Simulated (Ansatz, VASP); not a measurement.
**MoS2: VASP beside Ansatz**

INCAR

```
PREC     = Accurate       # precision mode
ENCUT    = 520            # plane-wave cutoff, eV
EDIFF    = 1E-6           # SCF threshold, eV
ISMEAR   = -1             # smearing method
SIGMA    = 0.03           # smearing width, eV
LREAL    = False          # projectors in reciprocal space
LASPH    = True           # aspherical terms in the spheres
NELM     = 60             # most SCF steps
ALGO     = Normal         # electronic algorithm
ISIF     = 2              # what is computed and relaxed
LWAVE    = False          # write WAVECAR
LCHARG   = False          # write CHGCAR
GGA      = PE             # functional
NBANDS   = 35             # bands
```

File KPOINTS:

```
regular mesh
0
Gamma
  10 10 3
```

The input POSCAR:

```
MoS2
1.0
    3.0964732586      0.0000000000      0.0000000000
   -1.5482366293      2.6816245041      0.0000000000
    0.0000000000      0.0000000000     12.0440112067
Mo S
2 4
Direct
    0.3333333333      0.6666666667      0.2500000000
    0.6666666667      0.3333333333      0.7500000000
    0.3333333333      0.6666666667      0.6275000000
    0.6666666667      0.3333333333      0.1275000000
    0.3333333333      0.6666666667      0.8725000000
    0.6666666667      0.3333333333      0.3725000000
```

Input for Ansatz:

```yaml
crystal:
  lattice:
    - [3.0964732586, 0.0, 0.0]
    - [-1.5482366293, 2.6816245041, 0.0]
    - [0.0, 0.0, 12.0440112067]
  atoms:
    - { symbol: Mo, position: [0.3333333333, 0.6666666667, 0.25] }
    - { symbol: Mo, position: [0.6666666667, 0.3333333333, 0.75] }
    - { symbol: S, position: [0.3333333333, 0.6666666667, 0.6275] }
    - { symbol: S, position: [0.6666666667, 0.3333333333, 0.1275] }
    - { symbol: S, position: [0.3333333333, 0.6666666667, 0.8725] }
    - { symbol: S, position: [0.6666666667, 0.3333333333, 0.3725] }
kpoints:
  mp_grid: { grid: [10, 10, 3] }
  band_path:
    path:
      - [0.0, 0.0, 0.0]
      - [0.5, 0.0, 0.0]
      - [0.3333333333, 0.3333333333, 0.0]
      - [0.0, 0.0, 0.0]
      - [0.0, 0.0, 0.5]
      - [0.5, 0.0, 0.5]
      - [0.3333333333, 0.3333333333, 0.5]
      - [0.0, 0.0, 0.5]
      - [0.5, 0.0, 0.5]
    npoints: 5
scf:
  occupations: { method: fermi_dirac, width: 0.03 }
hamiltonian:
  xc: pbe
  pseudopotentials: { kind: all_electron, lapw: { basis_error: 0.001 } }
output:
  forces: true
  stress: true
  eigenvalues: true
```

Change from the starting cell: volume scaled by 0.94.

Alike in both runs: task single point; functional PBE; k mesh 10 × 10 × 3; occupations fermi-dirac, width 0.03 eV; no spin polarisation.

|  | VASP | Ansatz |
| --- | --- | --- |
| version | VASP 6.6.1 | Ansatz 0.2.0 |
| potentials or method | VASP PAW PBE potentials, release 64 (Mo_sv, S), cutoff 520 eV | all-electron LAPW, scalar-relativistic |

Ansatz gave:

| Property | Result |
| --- | --- |
| pressure (GPa) | 21.2 |
| traceless stress, the component that is largest in VASP (GPa) | 5.44 |
| rms of the force components (eV/Å) | 1.169 |

Q: Which values does VASP return?

A: Pressure (GPa): 21.0; traceless stress, the component that is largest in VASP (GPa): 5.37; rms of the force components (eV/Å): 1.156.

Atom by atom the forces differ by 0.013 eV/Å (rms over components). Ansatz ran all-electron here, and VASP with PAW potentials.
